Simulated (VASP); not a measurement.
Input of a VASP 6.6.1 run:

Contents of INCAR:

```
PREC = Accurate ; ENCUT = 520
EDIFF = 1E-6 ; ISMEAR = -1
SIGMA = 0.02 ; LREAL = False
LASPH = True ; NELM = 60
ALGO = Normal ; ISIF = 2
LWAVE = False ; LCHARG = True
LDIPOL = True ; IDIPOL = 3
DIPOL = 0.5 0.5 0.500 ; GGA = PS
LELF = True ; LVHAR = True
LVACPOTAV = True ; NBANDS = 21
```

Contents of KPOINTS:

```
regular mesh
0
Gamma
  10 7 1
```

File POSCAR:

```
C
1.0
    2.5129241671      0.0000000000      0.0000000000
    0.0000000000      3.5538114383      0.0000000000
    0.0000000000      0.0000000000     18.5129000000
C
6
Direct
    0.7500000000      0.1250000000      0.4321304559
    0.2500000000      0.8750000000      0.4321304559
    0.2500000000      0.6250000000      0.5000000000
    0.7500000000      0.3750000000      0.5000000000
    0.7500000000      0.1250000000      0.5678695441
    0.2500000000      0.8750000000      0.5678695441
```

Potentials or basis: VASP PAW PBE potentials, release 64 (C).

Launch:

```console
$ cat potpaw_PBE.64/C/POTCAR > POTCAR
$ mpirun -np 1 vasp_std > vasp.out
```

Estimate the band gap on the k mesh.

zero (band 12 reaches -2.66 eV, above the bottom of band 13 at -3.02 eV).

Predict the largest force.

4.571 eV/Å.

Forces on the atoms (eV/Å):
```
C    0.000 -4.480  0.907
C    0.000  4.480  0.907
C    0.000 -1.216  0.000
C    0.000  1.216  0.000
C    0.000 -4.480 -0.907
C    0.000  4.480 -0.907
```

Caveat: the PAW data sets were made with another functional, which shifts forces and pressure a little.
